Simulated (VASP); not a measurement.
The system is MnO.

```
Mn O
1.0
     0.00000    2.22200    2.22200
     2.22200    0.00000    2.22200
     2.22200    2.22200    0.00000
Mn O
1 1
Cartesian
  0.0000 0.0000 0.0000
  2.2220 2.2220 2.2220
```

Base run:

| Quantity | Value |
| --- | --- |
| Program | VASP 6.6.1 |
| Functional | PBEsol |
| Potentials or basis | VASP PAW PBE potentials, release 64 (Mn_pv, O) |
| Cutoff | 520 eV |
| k mesh | 10 × 10 × 10 |
| Occupations | fermi-dirac, width 0.05 eV |
| Spin | collinear spin, ferromagnetic start |
| Starting moments | [5.0, 0.0] μB |
| Hubbard terms | Mn d U = 2.0 eV |

Its results: net moment 5.00 μB per cell; site moments Mn +4.55; O +0.19 μB.

**Question.** The run is repeated on the same cell with these changes: hubbard terms from Mn d U = 2.0 eV to none. What comes out?

**Answer.** Net moment 4.76 μB per cell; site moments Mn +4.31; O +0.20 μB.

Caveats: a cell with one magnetic atom can't hold antiferromagnetic order, which such compounds often take; the cell stands under tension (at least some runs).
